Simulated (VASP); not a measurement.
Set up this calculation in VASP 6.6.1, as the native input.

| Property | Result |
| --- | --- |
| Task | single point |
| Functional | r2SCAN |
| Potentials or basis | VASP PAW PBE potentials, release 64 (Cd, S) |
| Cutoff | 550 eV |
| k mesh | 6 × 6 × 6 |
| Occupations | gaussian, width 0.01 eV |
| Spin | no spin polarisation |
| Dipole correction | no |
| Further INCAR settings | ALGO = Normal; EDIFF = 1e-06; NBANDS = 16 |

CdS:

```
Cd S
1.0
     0.00000    2.93921    2.93921
     2.93921    0.00000    2.93921
     2.93921    2.93921    0.00000
Cd S
1 1
Direct
  0.00000 0.00000 0.00000
  0.25000 0.25000 0.25000
```

One way to write it, as run:

POSCAR

```
CdS
1.0
    0.0000000000      2.9392148419      2.9392148419
    2.9392148419      0.0000000000      2.9392148419
    2.9392148419      2.9392148419      0.0000000000
Cd S
1 1
Direct
    0.0000000000      0.0000000000      0.0000000000
    0.2500000000      0.2500000000      0.2500000000
```

INCAR.step1

```
SYSTEM = CdS
PREC = Accurate
ENCUT = 550
ISMEAR = 0
SIGMA = 0.01
LREAL = .False.
LASPH = .True.
NELM = 120
NBANDS = 16
GGA = PE
ALGO = Normal
EDIFF = 1E-5
LWAVE = .True.
LCHARG = .False.
GGA_COMPAT = .False.
```

INCAR.step2

```
SYSTEM = CdS
PREC = Accurate
ENCUT = 550
EDIFF = 1E-6
ISMEAR = 0
SIGMA = 0.01
LREAL = .False.
LASPH = .True.
NELM = 120
ALGO = Normal
ISIF = 2
LWAVE = .False.
LCHARG = .False.
METAGGA = R2SCAN
LMIXTAU = .True.
NBANDS = 16
ISTART = 1
GGA_COMPAT = .False.
```

KPOINTS

```
Automatic mesh
0
Gamma
  6 6 6
  0 0 0
```

Potentials or basis: VASP PAW PBE potentials, release 64 (Cd, S).

Launch:

```console
$ cat potpaw_PBE.64/Cd/POTCAR potpaw_PBE.64/S/POTCAR > POTCAR
$ cp INCAR.step1 INCAR
$ mpirun -np 1 vasp_std > vasp.out
$ cp INCAR.step2 INCAR
$ mpirun -np 1 vasp_std > vasp.out
```

Results of the run:

The pressure is 0.3 GPa and the band gap on the k mesh is 1.54 eV.

Caveat: the PAW data sets were made with another functional, which shifts forces and pressure a little.

It took 23 s on 1 thread of Intel(R) Xeon(R) 6975P-C (Granite Rapids), on a shared host, peak memory 0.18 GiB.
